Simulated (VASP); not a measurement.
Runs of VASP 6.6.1 on P. The structure is that of space group P6/mmm (No. 191), or close to it. The cells are those of the table. 

```csv
task,cell,k mesh,cutoff (eV),gap on the mesh (eV),pressure (GPa),largest force (eV/Å)
single point,"a = 6.400, b = 6.400, c = 2.917 Å, angles 90.0, 90.0, 120.0°, 8 atoms",3 × 3 × 6,520,none,(a),1.54
relaxation of cell and atoms,"relaxed from a = 6.400, b = 6.400, c = 2.917 Å, angles 90.0, 90.0, 120.0°, 8 atoms",3 × 3 × 6,600,none,-0.2,0.01
single point,"a = 6.742, b = 6.742, c = 3.810 Å, angles 90.0, 90.0, 120.0°, 8 atoms",6 × 6 × 10,520,none,-0.2,0.02
single point,"a = 6.731, b = 6.731, c = 3.787 Å, angles 90.0, 90.0, 120.0°, 8 atoms",3 × 3 × 6,520,none,-0.2,0.02
```

Alike in all rows: level PBE; potentials or basis VASP PAW PBE potentials, release 64 (P); no spin polarisation; smearing gaussian 0.1 eV.

Q: Fill in the values left out.

A: (a) 43.4.

Caveats: some runs use coarse meshes; forces of over 1 eV/Å act on the atoms, so gaps and moduli don't describe the material at rest (some runs).

A gap of «none» marks levels without a gap at the run's occupations.
